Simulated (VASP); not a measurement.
A run of VASP 6.6.1 is set up as follows.

Contents of INCAR:

```
SYSTEM = Si8BMo4
  PREC = Accurate
  ENCUT = 520
  EDIFF = 1E-6
  ISMEAR = 1
  SIGMA = 0.1
  LREAL = .False.
  LASPH = .True.
  NELM = 100
  ALGO = Normal
  ISIF = 2
  LWAVE = .False.
  LCHARG = .False.
  GGA = PE
  NBANDS = 58
```

Contents of KPOINTS:

```
regular mesh
0
Gamma
  4 4 3
  0 0 0
```

POSCAR

```
Si8BMo4
1.0
    3.2169367600      3.2169367600      0.0000000000
   -3.2169367600      3.2169367600      0.0000000000
    0.0000000000      0.0000000000      7.8733419900
Si Mo B
8 4 1
Direct
    0.0032036688     -0.0015163494      0.6703318625
    0.0317065605      0.5314736122      0.1552752315
    0.4701230123     -0.0300450420      0.1552752315
    0.4987589498      0.5029259574      0.6703815237
    0.0318072774     -0.0302079299      0.3441828138
    0.0032336663      0.5030398857      0.8291014169
    0.4986504615     -0.0015225665      0.8290962095
    0.4700863314      0.5315413785      0.3441891643
    0.0019361587     -0.0002991977     -0.0020427158
    0.0019485929      0.5016093322      0.5014979668
    0.4999736147     -0.0002998194      0.5014979668
    0.4998898393      0.5017658476     -0.0020236642
    0.7509583434      0.2506718534      0.2499483704
```

Potentials or basis: VASP PAW PBE potentials, release 64 (Si, Mo_sv, B).

Command:

```console
$ cat potpaw_PBE.64/Si/POTCAR potpaw_PBE.64/Mo_sv/POTCAR potpaw_PBE.64/B/POTCAR > POTCAR
$ mpirun -np 1 vasp_std > vasp.out
```

(1) What does it give for the band gap on the k mesh?

(2) Predict the pressure.

(3) What does it give for the largest force?

Results:

(1) zero (an odd number of electrons rules out a gap without spin polarisation).

(2) 11.6 GPa.

(3) 0.014 eV/Å.

Caveat: an odd number of electrons without spin polarisation forces a metal; a magnetic or distorted state may lie lower.
